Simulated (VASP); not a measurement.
# LiH in VASP: notebook, part 2 of 2

VASP 6.6.1. Earlier steps stand in the parts before.

## 4. Single point, PBE

This run uses another cell than the first one, of 86.24 Å³/atom, 1.465 times its volume.

The input, INCAR:

```
SYSTEM = LiH
PREC = Accurate
ENCUT = 650
EDIFF = 1E-6
ISMEAR = 0
SIGMA = 0.01
LREAL = .FALSE.
LASPH = .TRUE.
NELM = 120
ALGO = Normal
ISIF = 2
LWAVE = .FALSE.
LCHARG = .FALSE.
LDIPOL = .TRUE.
IDIPOL = 3
DIPOL = 0.5 0.5 0.294
GGA = PE
NBANDS = 9
GGA_COMPAT = .FALSE.
NELMDL = -8
```

The input, KPOINTS:

```
Automatic mesh
0
G
  10 10 1
  0 0 0
```

The input, POSCAR:

```
LiH
1.0
    2.6920436403      0.0000000000      0.0000000000
    0.0000000000      2.6920436403      0.0000000000
    0.0000000000      0.0000000000     23.8000000000
Li H
1 1
Direct
    0.5000000000      0.5000000000      0.2941176471
    0.0000000000      0.0000000000      0.2941176471
```

Potentials or basis: VASP PAW PBE potentials, release 64 (Li_sv, H).

Started as:

```bash
cat potpaw_PBE.64/Li_sv/POTCAR potpaw_PBE.64/H/POTCAR > POTCAR
mpirun -np 1 vasp_std > vasp.out
```

OUTCAR:

```text
SYSTEM = LiH
   PREC = Accurate
   ENCUT = 650
   EDIFF = 1E-6
   ISMEAR = 0
   LREAL = .FALSE.
   LASPH = .TRUE.
   NELM = 120
   ISIF = 2
   GGA = PE
   NELMDL = -8

 ion  position               nearest neighbor table
   1  0.500  0.500  0.294-
   2  0.000  0.000  0.294-

  LATTYP: Found a simple tetragonal cell.
 ALAT       =     2.6920436403
 C/A-ratio  =     8.8408670809

  Lattice vectors:

 A1 = (   2.6920436403,   0.0000000000,   0.0000000000)
 A2 = (   0.0000000000,   2.6920436403,   0.0000000000)
 A3 = (   0.0000000000,   0.0000000000,  23.8000000000)

Analysis of symmetry for initial positions (statically):
=====================================================================
 Subroutine PRICEL returns:
 Original cell was already a primitive cell.

 Routine SETGRP: Setting up the symmetry group for a
 simple tetragonal supercell.

 Subroutine GETGRP returns: Found 16 space group operations
 (whereof  8 operations were pure point group operations)
 out of a pool of 16 trial point group operations.

The static configuration has the point symmetry C_4v.
 The point group associated with its full space group is D_4h.

Analysis of symmetry for dynamics (positions and initial velocities):
=====================================================================
 Subroutine PRICEL returns:
 Original cell was already a primitive cell.

 Routine SETGRP: Setting up the symmetry group for a
 simple tetragonal supercell.

 Subroutine GETGRP returns: Found 16 space group operations
 (whereof  8 operations were pure point group operations)
 out of a pool of 16 trial point group operations.

The dynamic configuration has the point symmetry C_4v.
 The point group associated with its full space group is D_4h.

 Subroutine INISYM returns: Found 16 space group operations
 (whereof  8 operations are pure point group operations),
 and found     1 'primitive' translations

----------------------------------------------------------------------------------------

                                     Primitive cell

  volume of cell :     172.4810

  direct lattice vectors                    reciprocal lattice vectors
     2.692043640  0.000000000  0.000000000     0.371465003  0.000000000  0.000000000
     0.000000000  2.692043640  0.000000000     0.000000000  0.371465003  0.000000000
     0.000000000  0.000000000 23.800000000     0.000000000  0.000000000  0.042016807

  length of vectors
     2.692043640  2.692043640 23.800000000     0.371465003  0.371465003  0.042016807

  position of ions in fractional coordinates (direct lattice)
     0.500000000  0.500000000  0.294117647
     0.000000000  0.000000000  0.294117647

  ion indices of the primitive-cell ions
   primitive index   ion index
                 1           1
                 2           2

----------------------------------------------------------------------------------------

 KPOINTS: Automatic mesh

Automatic generation of k-mesh.
 Grid dimensions read from file:
 generate k-points for:   10   10    1

 Generating k-lattice:

[... 38 lines left out ...]
  0.500000  0.500000  0.000000      1.000000
   k-points           NKPTS =     21   k-points in BZ     NKDIM =     21   number of bands    NBANDS=      9
   number of dos      NEDOS =    301   number of ions     NIONS =      2
   total plane-waves  NPLWV = 115200
   dimension x,y,z NGX =    24 NGY =   24 NGZ =  200
   dimension x,y,z NGXF=    48 NGYF=   48 NGZF=  400
   ions per type =               1   1
   NGX,Y,Z   is equivalent  to a cutoff of  14.82, 14.82, 13.97 a.u.
   NGXF,Y,Z  is equivalent  to a cutoff of  29.64, 29.64, 27.94 a.u.
 SYSTEM =  LiH
   PREC   = accura    normal or accurate (medium, high low for compatibility)
   ISTART =      0    job   : 0-new  1-cont  2-samecut
   ICHARG =      2    charge: 1-file 2-atom 10-const
   ISPIN  =      1    spin polarized calculation?
   LNONCOLLINEAR =      F non collinear calculations
   LSORBIT =      F    spin-orbit coupling
   LASPH  =      T    aspherical Exc in radial PAW
   ENCUT  =  650.0 eV  47.77 Ry    6.91 a.u.   5.60  5.60 49.48*2*pi/ulx,y,z
   NELM   =    120;   NELMIN=  2; NELMDL= -8     # of ELM steps
   EDIFF  = 0.1E-05   stopping-criterion for ELM
   LREAL  =      F    real-space projection
   EDIFFG = 0.1E-04   stopping-criterion for IOM
   NSW    =      0    number of steps for IOM
   IBRION =     -1    ionic relax: 0-MD 1-quasi-New 2-CG
   NFREE  =      0    steps in history (QN), initial steepest desc. (CG)
   ISIF   =      2    stress and relaxation
   ISYM   =      2    0-nonsym 1-usesym 2-fastsym
   POTIM  = 0.5000    time-step for ionic-motion
   TEBEG  =    0.0;   TEEND  =   0.0 temperature during run
   PSTRESS=    0.0 pullay stress
   NELECT =       4.0000    total number of electrons
   NUPDOWN=      -1.0000    fix difference up-down
   EMIN   =  10.00;   EMAX   =-10.00  energy-range for DOS
   EFERMI =   0.00;   METHOD = LEGACY
   ISMEAR =     0;   SIGMA  =   0.01  broadening in eV -4-tet -1-fermi 0-gaus
   EFERMI_NEDOS =   21; number of points for ismear=-14 and -15
   IALGO  =     38    algorithm
   IMIX   =      4    mixing-type and parameters
     AMIX     =   0.40;   BMIX     =  1.00
     AMIX_MAG =   1.60;   BMIX_MAG =  1.00
  volume/ion in A,a.u.               =      86.24       581.98
  Fermi-wavevector in a.u.,A,eV,Ry     =   0.466854  0.882226  2.965426  0.217953
  Thomas-Fermi vector in A             =   1.456949
   LORBIT       =      0    0 simple, 1 ext, 2 COOP (PROOUT), +10 PAW based schemes
   GGA     = PE    functional components
   LHFCALC =     F    Hartree Fock is set to
   AEXX    =    0.0000 exact exchange contribution
   IVDW    =     0    specifies the selected vdW correction
   LEPSILON=     F    determine dielectric tensor
   LRPA    =     F    only Hartree local field effects (RPA)
 non-spin polarized calculation
 Gauss-broadening in eV      SIGMA  =   0.01
  energy-cutoff  :      650.00
  volume of cell :      172.48
 maximum number of plane-waves:      6535
 NGX is ok and might be reduce to    24
   NGX = 11   NGY = 11   NGZ = 99

 dipolmoment           0.000000      0.000000     -0.000003 electrons x Angstroem

 number of electron       3.9999997 magnetization

 dipolmoment           0.000000      0.000000      0.000001 electrons x Angstroem

 Free energy of the ion-electron system (eV)
  ---------------------------------------------------
  ext. energy  EPLUGINS =         0.00000000
  ---------------------------------------------------
  free energy    TOTEN  =        -5.77369471 eV

  energy without entropy =       -5.77369471  energy(sigma->0) =       -5.77369471

 E-fermi :  -2.6807     XC(G=0):  -1.3041

 val. band max:       -2.7773444059   @ k =   0.5000   0.5000   0.0000
 cond. band min:      -1.6218706059   @ k =   0.0000   0.0000   0.0000
 fundamental gap:      1.1554738000
 Fermi energy:        -2.6806966106

 k-point     1 :       0.0000    0.0000    0.0000
  band No.  band energies     occupation
      1     -48.3257      2.00000
      2      -7.1527      2.00000
      3      -1.6219      0.00000
      4       0.1384      0.00000
      5       0.5822      0.00000
      6       0.6923      0.00000
      7       1.6844      0.00000
      8       1.6983      0.00000
      9       3.3598      0.00000
[... 229 lines left out ...]
 k-point    21 :       0.5000    0.5000    0.0000
  band No.  band energies     occupation
      1     -48.2753      2.00000
      2      -2.7773      2.00000
      3       2.1614      0.00000
      4       2.1614      0.00000
      5       7.7287      0.00000
      6       8.6576      0.00000
      7       8.8349      0.00000
      8       9.1091      0.00000
      9       9.1091      0.00000

------------------------ aborting loop because EDIFF is reached ----------------------------------------

 vacuum level on the upper side and lower side of the slab       (xc-potential included)        -0.009        -0.009

  FORCE on cell =-STRESS in cart. coord.  units (eV):
  Direction    XX          YY          ZZ          XY          YZ          ZX
  --------------------------------------------------------------------------------------
  -------------------------------------------------------------------------------------
  Total       -0.0219263     -0.0219263     -0.0254232      0.0000000      0.0000000     -0.0000000
  in kB       -0.2036736     -0.2036736     -0.2361564      0.0000000      0.0000000     -0.0000000
  external PRESSURE =      -0.2145012 kB  Pullay stress =       0.0000000 kB

 VOLUME and BASIS-vectors are now :
 -----------------------------------------------------------------------------
  energy-cutoff  :      650.00
  volume of cell :      172.48
      direct lattice vectors                 reciprocal lattice vectors
     2.692043640  0.000000000  0.000000000     0.371465003  0.000000000  0.000000000
     0.000000000  2.692043640  0.000000000     0.000000000  0.371465003  0.000000000
     0.000000000  0.000000000 23.800000000     0.000000000  0.000000000  0.042016807

 POSITION                                       TOTAL-FORCE (eV/Angst)
 -----------------------------------------------------------------------------------
      1.34602      1.34602      7.00000         0.000000     -0.000000      0.000000
      0.00000      0.00000      7.00000         0.000000      0.000000     -0.000000
 -----------------------------------------------------------------------------------
    total drift:                                0.000000      0.000000      0.000024

  FREE ENERGIE OF THE ION-ELECTRON SYSTEM (eV)
  ---------------------------------------------------
  free  energy   TOTEN  =        -5.7736947076 eV

  energy  without entropy=       -5.7736947076  energy(sigma->0) =       -5.77369471

 vacuum level on the upper side and lower side of the slab         0.399         0.399
```

OSZICAR:

```text
N       E                     dE             d eps       ncg     rms          rms(c)
DAV:   1     0.917995887336E+01    0.91800E+01   -0.23064E+03   378   0.350E+02
DAV:   2    -0.351613448865E+01   -0.12696E+02   -0.11301E+02   469   0.584E+01
DAV:   3    -0.656349871255E+01   -0.30474E+01   -0.30458E+01   696   0.236E+01
[... 14 lines left out ...]
DAV:  18    -0.577365990798E+01   -0.18019E-03   -0.13373E-05   477   0.105E-02    0.174E-03
DAV:  19    -0.577367809166E+01   -0.18184E-04   -0.37330E-07   485   0.187E-03    0.124E-03
DAV:  20    -0.577369233908E+01   -0.14247E-04   -0.34124E-07   458   0.175E-03    0.242E-04
DAV:  21    -0.577369446147E+01   -0.21224E-05   -0.33648E-08   488   0.555E-04    0.989E-05
DAV:  22    -0.577369470758E+01   -0.24610E-06   -0.66892E-09   529   0.211E-04
   1 F= -.57736947E+01 E0= -.57736947E+01  d E =-.153060E-44
```

It took 32 s on 1 thread of Intel Xeon 6975P-C (Granite Rapids), shared host; peak memory 0.32 GiB.

What came out:

* Free energy: -5.7737 eV
* Band gap on the k mesh: 1.16 eV, indirect (least direct gap 4.94 eV)

Levels at points of the mesh, in eV from the valence-band top:
```csv
k point,band 1,band 2,band 3,band 4,band 5,band 6
"(0.00, 0.00, 0.00)",-45.55,-4.38,1.16,2.92,3.36,3.47
"(0.50, 0.00, 0.00)",-45.52,-3.00,4.52,6.07,6.56,8.00
"(0.50, 0.50, 0.00)",-45.50,0.00,4.94,4.94,10.51,11.43
```

## 5. Overview

| cell | k mesh | smearing | gap on the mesh (eV) |
| --- | --- | --- | --- |
| a = 2.900, b = 2.900, c = 14.000 Å, 2 atoms | 6 × 6 × 1 | gaussian 0.1 eV | 1.68 |
| a = 2.691, b = 2.691, c = 23.800 Å, 2 atoms | 6 × 6 × 1 | gaussian 0.1 eV | 1.15 |
| a = 2.692, b = 2.692, c = 23.800 Å, 2 atoms | 10 × 10 × 1 | gaussian 0.01 eV | 1.16 |

Alike in all rows: task single point; level PBE; potentials or basis VASP PAW PBE potentials, release 64 (Li_sv, H); no spin polarisation; cutoff (eV) 650.

Total energies depend on the potentials used, so only differences within one code and one set of settings carry meaning.
